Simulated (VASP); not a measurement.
BaZrO3:

```xyz
5
Lattice="4.1913 0.0000 0.0000 0.0000 4.1913 0.0000 0.0000 0.0000 4.1913" Properties=species:S:1:pos:R:3 pbc="T T T"
Ba    0.0000    0.0000    0.0000
Zr    2.0957    2.0957    2.0957
O     2.0957    2.0957    0.0000
O     2.0957    0.0000    2.0957
O     0.0000    2.0957    2.0957
```

- Program: VASP 6.6.1
- Task: relaxation of cell and atoms
- Functional: PBE
- Potentials or basis: VASP PAW PBE potentials, release 64 (Ba_sv, Zr_sv, O)
- Cutoff: 600 eV
- k mesh: 6 × 6 × 6
- Occupations: fermi-dirac, width 0.05 eV
- Spin: no spin polarisation

At the start: pressure 4.9 GPa; volume 14.73 Å³/atom.

How do energy, volume and symmetry change on relaxing?

Over 3 steps the energy falls by 6.9 meV/atom and the volume is 15.19 Å³/atom (+3.2 %); space group Pm-3m (No. 221, to 0.1 Å) before and after.

Step by step:
| step | energy change (eV) | largest force (eV/Å) | pressure (GPa) | volume (Å³) |
| --- | --- | --- | --- | --- |
| 1 | 0.0000 | 0.0000 | 4.94 | 73.63 |
| 2 | 0.0050 | 0.0000 | -4.70 | 78.57 |
| 3 | -0.0347 | 0.0000 | -0.01 | 75.96 |

Final structure:
```
Ba Zr O
1.0
     4.23510    0.00000    0.00000
     0.00000    4.23510    0.00000
     0.00000    0.00000    4.23510
Ba Zr O
1 1 3
Direct
  0.00000 0.00000 0.00000
  0.50000 0.50000 0.50000
  0.50000 0.50000 0.00000
  0.50000 0.00000 0.50000
  0.00000 0.50000 0.50000
```
